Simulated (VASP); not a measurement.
# Al: relaxation of cell and atoms with PBE

Crystal: Al.

```xyz
1
Lattice="2.1830 1.2604 1.0677 -2.1830 1.2604 1.0677 0.0000 -2.5207 1.0677" Properties=species:S:1:pos:R:3 pbc="T T T"
Al    0.0000    0.0000    1.6016
```

```yaml
Program: VASP 6.6.1
Task: relaxation of cell and atoms
Functional: PBE
Potentials_or_basis: VASP PAW PBE potentials, release 64 (Al)
Cutoff: 500 eV
k_mesh: 9 × 9 × 9
Occupations: gaussian, width 0.1 eV
Spin: no spin polarisation
Dipole_correction: no
Further_INCAR_settings: ALGO = Normal; EDIFF = 1e-07; IBRION = 2; EDIFFG = -0.04; NSW = 90; ISIF = 3
```

```
Relaxed volume                         : 16.92 Å³/atom
Relaxed cell                           : a = 2.800 Å, b = 2.800 Å, c = 2.800 Å, α = 109.44°, β = 109.44°, γ = 109.44°
Space group after relaxing (to 0.05 Å) : Im-3m (No. 229)
Energy gained by relaxing              : 57.4 meV/atom
Ionic steps                            : 10
Pressure after relaxing                : 0.0 GPa
```

Stress tensor (GPa, compression positive):
```
 0.06  0.00  0.00
 0.00  0.06  0.00
 0.00  0.00 -0.24
```

The path:
```csv
step,energy change (eV),largest force (eV/Å),pressure (GPa),volume (Å³)
1,0.0000,0.0000,0.17,17.63
2,-0.0371,0.0000,-1.33,17.65
3,-0.0470,0.0000,-2.27,17.62
4,-0.0502,0.0000,-2.46,17.60
5,-0.0477,0.0000,-2.34,17.52
6,-0.0516,0.0000,-2.59,17.58
7,-0.0552,0.0000,1.17,16.64
8,-0.0571,0.0000,-0.26,16.97
9,-0.0571,0.0000,-0.32,16.99
10,-0.0574,0.0000,-0.04,16.92
```

Final structure:
```
CELL_PARAMETERS angstrom
2.28571 1.31965 0.93474
-2.28571 1.31965 0.93474
0.00000 -2.63931 0.93474
ATOMIC_POSITIONS crystal
Al 0.50000 0.50000 0.50000
```

Levels at points of the mesh, in eV from the Fermi level:
```
           k point  band 1  band 2  band 3  band 4  band 5
(0.00, 0.00, 0.00)  -11.00   13.07   13.07   13.09   14.27
```

Wall time 14 s on 1 thread of Intel(R) Xeon(R) 6975P-C (Granite Rapids), on a shared host, peak memory 0.12 GiB.
